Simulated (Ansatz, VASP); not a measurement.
## Two plane-wave programs on Al

```
Al
1.0
    -2.64592    2.64592    3.74159
     2.64592   -2.64592    3.74159
     2.64592    2.64592   -3.74159
Al
6
Direct
  0.00000 0.00000 0.00000
  0.75000 0.25000 0.50000
  0.37500 0.62500 0.75000
  0.37500 0.12500 0.75000
  0.37500 0.62500 0.25000
  0.87500 0.62500 0.25000
```

Alike in both runs: task single point; functional PBE; k mesh 10 × 10 × 10; occupations gaussian, width 0.1 eV; no spin polarisation.

```csv
,VASP,Ansatz
version,VASP 6.6.1,Ansatz 0.2.0
potentials or method,"VASP PAW PBE potentials, release 64 (Al), cutoff 520 eV","scalar-relativistic, plane waves, PAW"
valence electrons in the cell,18,18
```

|  | VASP | Ansatz | Ansatz less VASP |
| --- | --- | --- | --- |
| gap on the k mesh at the Fermi level (eV) | none | none | - |
| pressure (GPa) | 0.0 | 0.0 | +0.02 |

A gap of «none» marks a metal or a gap that the smearing closes.
